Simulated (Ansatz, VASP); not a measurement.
Two plane-wave programs on TiAl3

```xyz
4
Lattice="-1.8894 1.8894 4.2419 1.8894 -1.8894 4.2419 1.8894 1.8894 -4.2419" Properties=species:S:1:pos:R:3 pbc="T T T"
Ti    0.0000    0.0000    0.0000
Al    0.0000    0.0000    4.2419
Al    0.0000    1.8894    2.1209
Al    1.8894    0.0000    2.1209
```

Alike in both runs: functional LDA; k mesh 16 × 16 × 16; occupations gaussian, width 0.1 eV; no spin polarisation.

Ansatz relaxed the structure, and its values are those at the end. VASP's run is a single point on that final structure, the one shown.

```csv
,VASP,Ansatz
version,VASP 6.6.1,Ansatz 0.2.0
potentials or method,"VASP PAW LDA potentials, release 64 (Ti_sv, Al), cutoff 520 eV","scalar-relativistic, plane waves, PAW"
valence electrons in the cell,21,21
```

VASP gave:

| Property | Result |
| --- | --- |
| gap on the k mesh at the Fermi level (eV) | none |
| pressure (GPa) | 0.1 |

Problem. Estimate Ansatz's values.

Solution. gap on the k mesh at the Fermi level (eV): none; pressure (GPa): 0.0.

Ansatz warns that its potentials were made for another functional, while VASP's fit it. LDA's correlation is that of Perdew and Zunger in VASP and of Perdew and Wang (1992) in Ansatz. A gap of «none» marks a metal or a gap that the smearing closes.
